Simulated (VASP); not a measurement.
# TaN (Fm-3m) in VASP: a series of runs

Runs on TaN. Level: PBEsol. Tasks: single point.

Everything below comes from runs of VASP 6.6.1. Logs are shortened: lines on timing, memory, paths and dates and some standing lists are left out, and cuts for length are marked.

## 1. The cell of the first run

It takes space group Fm-3m (No. 225, cubic). Conventional cell: a = 4.483 Å, b = 4.483 Å, c = 4.483 Å, α = 90.00°, β = 90.00°, γ = 90.00°. Within 3.0 Å of Ta (site symmetry m-3m) lie 6 N at 2.24 Å. Within 3.0 Å of N (site symmetry m-3m) lie 6 Ta at 2.24 Å.

## 2. Single point, PBEsol (strained)

INCAR

```
  PREC = Accurate
  ENCUT = 520
  EDIFF = 1E-7
  ISMEAR = 0
  SIGMA = 0.1
  LREAL = False
  LASPH = True
  NELM = 100
  ALGO = Normal
  ISIF = 2
  LWAVE = False
  LCHARG = False
  GGA = PS
  NBANDS = 15
```

KPOINTS

```
regular mesh
0
Gamma
  16 16 16
```

POSCAR

```
TaN
1.0
    0.0000000000      2.2415155100      2.2415155100
    2.2415155100      0.0000000000      2.2415155100
    2.2415155100      2.2415155100      0.0000000000
Ta N
1 1
Direct
    0.5000000000      0.5000000000      0.5000000000
    0.0000000000      0.0000000000      0.0000000000
```

Potentials or basis: VASP PAW PBE potentials, release 64 (Ta_pv, N).

Started as:

```sh
> cat potpaw_PBE.64/Ta_pv/POTCAR potpaw_PBE.64/N/POTCAR > POTCAR
> mpirun -np 1 vasp_std > vasp.out
```

OUTCAR:

```text
PREC = Accurate
   ENCUT = 520
   EDIFF = 1E-7
   ISMEAR = 0
   LREAL = False
   LASPH = True
   NELM = 100
   ISIF = 2
   GGA = PS

 ion  position               nearest neighbor table
   1  0.500  0.500  0.500-   2 2.24   2 2.24   2 2.24   2 2.24   2 2.24   2 2.24
   2  0.000  0.000  0.000-   1 2.24   1 2.24   1 2.24   1 2.24   1 2.24   1 2.24

  LATTYP: Found a face centered cubic cell.
 ALAT       =     4.4830310200

  Lattice vectors:

 A1 = (   0.0000000000,   2.2415155100,   2.2415155100)
 A2 = (   2.2415155100,   0.0000000000,   2.2415155100)
 A3 = (   2.2415155100,   2.2415155100,   0.0000000000)

Analysis of symmetry for initial positions (statically):
=====================================================================
 Subroutine PRICEL returns:
 Original cell was already a primitive cell.

 Routine SETGRP: Setting up the symmetry group for a
 face centered cubic supercell.

 Subroutine GETGRP returns: Found 48 space group operations
[... 9 lines left out ...]

 Routine SETGRP: Setting up the symmetry group for a
 face centered cubic supercell.

 Subroutine GETGRP returns: Found 48 space group operations
[... 11 lines left out ...]
                                     Primitive cell

  volume of cell :      22.5245

  direct lattice vectors                    reciprocal lattice vectors
     0.000000000  2.241515510  2.241515510    -0.223063368  0.223063368  0.223063368
     2.241515510  0.000000000  2.241515510     0.223063368 -0.223063368  0.223063368
     2.241515510  2.241515510  0.000000000     0.223063368  0.223063368 -0.223063368

  length of vectors
     3.169981635  3.169981635  3.169981635     0.386357087  0.386357087  0.386357087

  position of ions in fractional coordinates (direct lattice)
     0.500000000  0.500000000  0.500000000
     0.000000000  0.000000000  0.000000000

  ion indices of the primitive-cell ions
   primitive index   ion index
                 1           1
                 2           2

----------------------------------------------------------------------------------------

 KPOINTS: regular mesh

Automatic generation of k-mesh.
 Grid dimensions read from file:
 generate k-points for:   16   16   16

 Generating k-lattice:

  Cartesian coordinates                     Fractional coordinates (reciprocal lattice)
    -0.013941461  0.013941461  0.013941461     0.062500000  0.000000000  0.000000000
     0.013941461 -0.013941461  0.013941461     0.000000000  0.062500000  0.000000000
     0.013941461  0.013941461 -0.013941461     0.000000000  0.000000000  0.062500000

  Length of vectors
     0.024147318  0.024147318  0.024147318

  Shift w.r.t. Gamma in fractional coordinates (k-lattice)
     0.000000000  0.000000000  0.000000000

 Subroutine IBZKPT returns following result:
 ===========================================

 Found    145 irreducible k-points:

 Following reciprocal coordinates:
            Coordinates               Weight
  0.000000  0.000000  0.000000      1.000000
  0.062500  0.000000  0.000000      8.000000
  0.125000  0.000000  0.000000      8.000000
  0.187500  0.000000  0.000000      8.000000
  0.250000  0.000000  0.000000      8.000000
  0.312500  0.000000  0.000000      8.000000
[... 16 lines left out ...]
 -0.125000  0.062500  0.000000     24.000000
 -0.062500  0.062500  0.000000     12.000000
 [... further k-points ...]
   k-points           NKPTS =    145   k-points in BZ     NKDIM =    145   number of bands    NBANDS=     15
   number of dos      NEDOS =    301   number of ions     NIONS =      2
   total plane-waves  NPLWV =  13824
   dimension x,y,z NGX =    24 NGY =   24 NGZ =   24
   dimension x,y,z NGXF=    48 NGYF=   48 NGZF=   48
   ions per type =               1   1
   NGX,Y,Z   is equivalent  to a cutoff of  12.59, 12.59, 12.59 a.u.
   NGXF,Y,Z  is equivalent  to a cutoff of  25.17, 25.17, 25.17 a.u.
 SYSTEM =  unknown system
   PREC   = accura    normal or accurate (medium, high low for compatibility)
   ISTART =      0    job   : 0-new  1-cont  2-samecut
   ICHARG =      2    charge: 1-file 2-atom 10-const
   ISPIN  =      1    spin polarized calculation?
   LNONCOLLINEAR =      F non collinear calculations
   LSORBIT =      F    spin-orbit coupling
   LASPH  =      T    aspherical Exc in radial PAW
   ENCUT  =  520.0 eV  38.22 Ry    6.18 a.u.   5.89  5.89  5.89*2*pi/ulx,y,z
   NELM   =    100;   NELMIN=  2; NELMDL= -5     # of ELM steps
   EDIFF  = 0.1E-06   stopping-criterion for ELM
   LREAL  =      F    real-space projection
   EDIFFG = 0.1E-05   stopping-criterion for IOM
   NSW    =      0    number of steps for IOM
   IBRION =     -1    ionic relax: 0-MD 1-quasi-New 2-CG
   NFREE  =      0    steps in history (QN), initial steepest desc. (CG)
   ISIF   =      2    stress and relaxation
   ISYM   =      2    0-nonsym 1-usesym 2-fastsym
   POTIM  = 0.5000    time-step for ionic-motion
   TEBEG  =    0.0;   TEEND  =   0.0 temperature during run
   PSTRESS=    0.0 pullay stress
   NELECT =      16.0000    total number of electrons
   NUPDOWN=      -1.0000    fix difference up-down
   EMIN   =  10.00;   EMAX   =-10.00  energy-range for DOS
   EFERMI =   0.00;   METHOD = LEGACY
   ISMEAR =     0;   SIGMA  =   0.10  broadening in eV -4-tet -1-fermi 0-gaus
   EFERMI_NEDOS =   21; number of points for ismear=-14 and -15
   IALGO  =     38    algorithm
   IMIX   =      4    mixing-type and parameters
     AMIX     =   0.40;   BMIX     =  1.00
     AMIX_MAG =   1.60;   BMIX_MAG =  1.00
  volume/ion in A,a.u.               =      11.26        76.00
  Fermi-wavevector in a.u.,A,eV,Ry     =   1.460707  2.760336 29.030270  2.133665
  Thomas-Fermi vector in A             =   2.577125
   LORBIT       =      0    0 simple, 1 ext, 2 COOP (PROOUT), +10 PAW based schemes
   GGA     = PS    functional components
   LHFCALC =     F    Hartree Fock is set to
   AEXX    =    0.0000 exact exchange contribution
   IVDW    =     0    specifies the selected vdW correction
   LEPSILON=     F    determine dielectric tensor
   LRPA    =     F    only Hartree local field effects (RPA)
 non-spin polarized calculation
 Gauss-broadening in eV      SIGMA  =   0.10
  energy-cutoff  :      520.00
  volume of cell :       22.52
 maximum number of plane-waves:       620
   NGX = 11   NGY = 11   NGZ = 11

 number of electron      16.0000000 magnetization

 Free energy of the ion-electron system (eV)
  ---------------------------------------------------
  ext. energy  EPLUGINS =         0.00000000
  ---------------------------------------------------
  free energy    TOTEN  =       -23.10464088 eV

  energy without entropy =      -23.09858971  energy(sigma->0) =      -23.10161530

 E-fermi :   8.7191     XC(G=0): -13.2746

 val. band max:        8.7162350173   @ k =  -0.3125   0.3750   0.1875
 cond. band min:       8.7241777614   @ k =  -0.2500   0.3750   0.1250
 fundamental gap:      0.0079427442
 Fermi energy:         8.7191321071

 k-point     1 :       0.0000    0.0000    0.0000
  band No.  band energies     occupation
      1     -27.0826      2.00000
      2     -27.0826      2.00000
      3     -27.0826      2.00000
      4      -9.5986      2.00000
      5       5.1041      2.00000
      6       5.1041      2.00000
      7       5.1041      2.00000
      8       6.7601      2.00000
      9       6.7601      2.00000
     10       6.7601      2.00000
     11       8.7457      0.70752
     12       8.7457      0.70752
     13       9.7947      0.00000
     14      18.0846      0.00000
     15      20.9638      0.00000

 k-point     2 :       0.0625    0.0000    0.0000
  band No.  band energies     occupation
      1     -27.1106      2.00000
      2     -27.0852      2.00000
      3     -27.0852      2.00000
      4      -9.5127      2.00000
      5       4.6030      2.00000
      6       4.7835      2.00000
      7       4.7835      2.00000
      8       6.9075      2.00000
      9       6.9075      2.00000
     10       6.9691      2.00000
     11       9.1133      0.00000
     12       9.1133      0.00000
     13      10.0960      0.00000
     14      18.3579      0.00000
     15      20.9637      0.00000

 k-point     3 :       0.1250    0.0000    0.0000
  band No.  band energies     occupation
      1     -27.1896      2.00000
      2     -27.0928      2.00000
      3     -27.0928      2.00000
      4      -9.2641      2.00000
      5       3.5926      2.00000
      6       4.1186      2.00000
      7       4.1186      2.00000
      8       7.2506      2.00000
      9       7.2506      2.00000
     10       7.2709      2.00000
     11      10.0071      0.00000
     12      10.0071      0.00000
     13      10.8517      0.00000
     14      19.1105      0.00000
     15      20.9631      0.00000

 k-point     4 :       0.1875    0.0000    0.0000
  band No.  band energies     occupation
      1     -27.3056      2.00000
      2     -27.1042      2.00000
      3     -27.1042      2.00000
      4      -8.8786      2.00000
      5       2.4701      2.00000
      6       3.4111      2.00000
      7       3.4111      2.00000
      8       7.5798      2.00000
      9       7.7400      2.00000
     10       7.7400      2.00000
     11      11.1390      0.00000
     12      11.1390      0.00000
     13      11.7854      0.00000
     14      20.0971      0.00000
     15      20.9623      0.00000

 k-point     5 :       0.2500    0.0000    0.0000
  band No.  band energies     occupation
      1     -27.4391      2.00000
      2     -27.1175      2.00000
      3     -27.1175      2.00000
      4      -8.3962      2.00000
      5       1.3759      2.00000
      6       2.7747      2.00000
      7       2.7747      2.00000
      8       7.9845      2.00000
      9       8.3572      2.00000
     10       8.3572      2.00000
     11      12.3474      0.00000
     12      12.3474      0.00000
     13      12.6655      0.00000
     14      20.6629      0.00000
     15      20.9821      0.00000

 k-point     6 :       0.3125    0.0000    0.0000
  band No.  band energies     occupation
      1     -27.5691      2.00000
      2     -27.1308      2.00000
      3     -27.1308      2.00000
      4      -7.8704      2.00000
      5       0.3859      2.00000
      6       2.2548      2.00000
      7       2.2548      2.00000
      8       8.5428      1.98737
      9       9.0536      0.00000
     10       9.0536      0.00000
     11      13.2559      0.00000
     12      13.5279      0.00000
     13      13.5279      0.00000
     14      20.2526      0.00000
     15      20.9921      0.00000

 k-point     7 :       0.3750    0.0000    0.0000
  band No.  band energies     occupation
      1     -27.6769      2.00000
      2     -27.1420      2.00000
      3     -27.1420      2.00000
      4      -7.3724      2.00000
      5      -0.4320      2.00000
      6       1.8728      2.00000
      7       1.8728      2.00000
      8       9.2638      0.00000
      9       9.7371      0.00000
     10       9.7371      0.00000
     11      13.2969      0.00000
[... 226 lines left out ...]
      4      -7.6906      2.00000
      5       0.0905      2.00000
      6       1.9992      2.00000
      7       2.2828      2.00000
      8       8.5778      1.95443
      9       8.9789      0.00024
     10       9.9278      0.00000
     11      12.7416      0.00000
     12      13.9147      0.00000
     13      14.4781      0.00000
     14      20.0084      0.00000
     15      20.9913      0.00000

 k-point    21 :      -0.2500    0.0625    0.0000
  band No.  band energies     occupation
      1     -27.4835      2.00000
      2     -27.1508      2.00000
      3     -27.1131      2.00000
      4      -8.1918      2.00000
      5       0.9624      2.00000
      6       2.4145      2.00000
      7       2.7873      2.00000
      8       8.0337      2.00000
      9       8.2779      2.00000
     10       9.2539      0.00000
     11      11.7225      0.00000
     12      13.3431      0.00000
     13      13.4078      0.00000
     14      20.6867      0.00000
     15      21.0028      0.00000

 k-point    22 :      -0.1875    0.0625    0.0000
  band No.  band energies     occupation
      1     -27.3540      2.00000
      2     -27.1351      2.00000
      3     -27.0997      2.00000
      4      -8.6763      2.00000
      5       1.9460      2.00000
      6       2.9587      2.00000
      7       3.3922      2.00000
      8       7.6599      2.00000
      9       7.6665      2.00000
     10       8.5651      1.97063
     11      10.6101      0.00000
     12      12.2241      0.00000
     13      12.5133      0.00000
     14      20.5525      0.00000
     15      20.9635      0.00000

 k-point    23 :      -0.1250    0.0625    0.0000
  band No.  band energies     occupation
      1     -27.2356      2.00000
      2     -27.1181      2.00000
      3     -27.0897      2.00000
      4      -9.0853      2.00000
      5       2.9682      2.00000
      6       3.6009      2.00000
      7       4.0379      2.00000
      8       7.2003      2.00000
      9       7.4021      2.00000
     10       7.9448      2.00000
     11       9.6423      0.00000
     12      11.0334      0.00000
     13      11.5528      0.00000
     14      19.6370      0.00000
     15      20.9624      0.00000

 k-point    24 :      -0.0625    0.0625    0.0000
  band No.  band energies     occupation
      1     -27.1494      2.00000
      2     -27.1006      2.00000
      3     -27.0846      2.00000
      4      -9.3743      2.00000
      5       3.9275      2.00000
      6       4.2696      2.00000
      7       4.5889      2.00000
      8       6.9237      2.00000
      9       7.1308      2.00000
     10       7.4089      2.00000
     11       9.1009      0.00000
     12       9.9443      0.00000
     13      10.6452      0.00000
     14      18.7917      0.00000
     15      20.9634      0.00000

 [... further k-points ...]
[... 5 lines left out ...]
  --------------------------------------------------------------------------------------
  -------------------------------------------------------------------------------------
  Total       -3.0047731     -3.0047731     -3.0047731      0.0000000      0.0000000      0.0000000
  in kB     -213.7307542   -213.7307542   -213.7307542      0.0000000      0.0000000      0.0000000
  external PRESSURE =    -213.7307542 kB  Pullay stress =       0.0000000 kB

 VOLUME and BASIS-vectors are now :
 -----------------------------------------------------------------------------
  energy-cutoff  :      520.00
  volume of cell :       22.52
      direct lattice vectors                 reciprocal lattice vectors
     0.000000000  2.241515510  2.241515510    -0.223063368  0.223063368  0.223063368
     2.241515510  0.000000000  2.241515510     0.223063368 -0.223063368  0.223063368
     2.241515510  2.241515510  0.000000000     0.223063368  0.223063368 -0.223063368

 POSITION                                       TOTAL-FORCE (eV/Angst)
 -----------------------------------------------------------------------------------
      2.24152      2.24152      2.24152         0.000000      0.000000      0.000000
      0.00000      0.00000      0.00000        -0.000000     -0.000000     -0.000000
 -----------------------------------------------------------------------------------
    total drift:                                0.000000     -0.000000     -0.000000

  FREE ENERGIE OF THE ION-ELECTRON SYSTEM (eV)
  ---------------------------------------------------
  free  energy   TOTEN  =       -23.1046408836 eV

  energy  without entropy=      -23.0985897139  energy(sigma->0) =      -23.10161530
```

It took 13 s on 1 thread of Intel Xeon 6975P-C (Granite Rapids), shared host; peak memory 0.17 GiB.

What came out:

- Free energy: -23.1046 eV
- Pressure: -21.4 GPa
- Band gap on the k mesh: zero (band 8 reaches 10.47 eV, above the bottom of band 9 at 6.76 eV)

Caveat: the cell differs from its parent crystal (strained); the PAW data sets were made with another functional, which shifts forces and pressure a little; spin-orbit coupling is left out, which moves the levels of the heavy elements.

## 3. Single point, PBEsol

This run uses another cell than the first one, of 10.16 Å³/atom, 0.902 times its volume.

INCAR

```
SYSTEM = TaN
ALGO = Normal
EDIFF = 1E-6
ENCUT = 520
GGA = PS
ISIF = 2
ISMEAR = -1
LASPH = .TRUE.
LCHARG = .FALSE.
LREAL = .FALSE.
LWAVE = .FALSE.
NBANDS = 15
NELM = 80
PREC = Accurate
SIGMA = 0.15
```

KPOINTS

```
k-points
0
G
  16 16 16
  0 0 0
```

POSCAR

```
TaN
1.0
    0.0000000000      2.1655790167      2.1655790167
    2.1655790167      0.0000000000      2.1655790167
    2.1655790167      2.1655790167      0.0000000000
Ta N
1 1
Direct
    0.5000000000      0.5000000000      0.5000000000
    0.0000000000      0.0000000000      0.0000000000
```

Potentials or basis: VASP PAW PBE potentials, release 64 (Ta_pv, N).

Started as:

```sh
> cat potpaw_PBE.64/Ta_pv/POTCAR potpaw_PBE.64/N/POTCAR > POTCAR
> mpirun -np 1 vasp_std > vasp.out
```

Run time: 21 s. Hardware: 1 thread of Intel Xeon Platinum 8559C (Emerald Rapids), shared host; peak memory 0.17 GiB.

It converged, with:

```yaml
Free_energy: -23.2127 eV
Pressure: 13.2 GPa
Band_gap_on_the_k_mesh: zero (band 8 reaches 11.96 eV, above the bottom of band 9 at 7.64 eV)
```

Levels at points of the mesh, in eV from the Fermi level:
| k point | band 4 | band 5 | band 6 | band 7 | band 8 | band 9 | band 10 | band 11 | band 12 | band 13 |
| --- | --- | --- | --- | --- | --- | --- | --- | --- | --- | --- |
| (0.00, 0.00, 0.00) | -19.18 | -3.92 | -3.92 | -3.92 | -2.25 | -2.25 | -2.25 | 0.05 | 0.05 | 1.96 |
| (0.50, 0.00, 0.00) | -15.81 | -10.78 | -7.92 | -7.92 | 2.06 | 2.06 | 2.17 | 3.97 | 8.06 | 8.06 |
| (0.50, 0.50, 0.00) | -17.89 | -6.71 | -5.82 | -4.71 | -4.71 | 2.25 | 3.84 | 3.84 | 5.08 | 7.28 |

Caveat: the PAW data sets were made with another functional, which shifts forces and pressure a little; spin-orbit coupling is left out, which moves the levels of the heavy elements.

(Continued in part 2 of 2.)
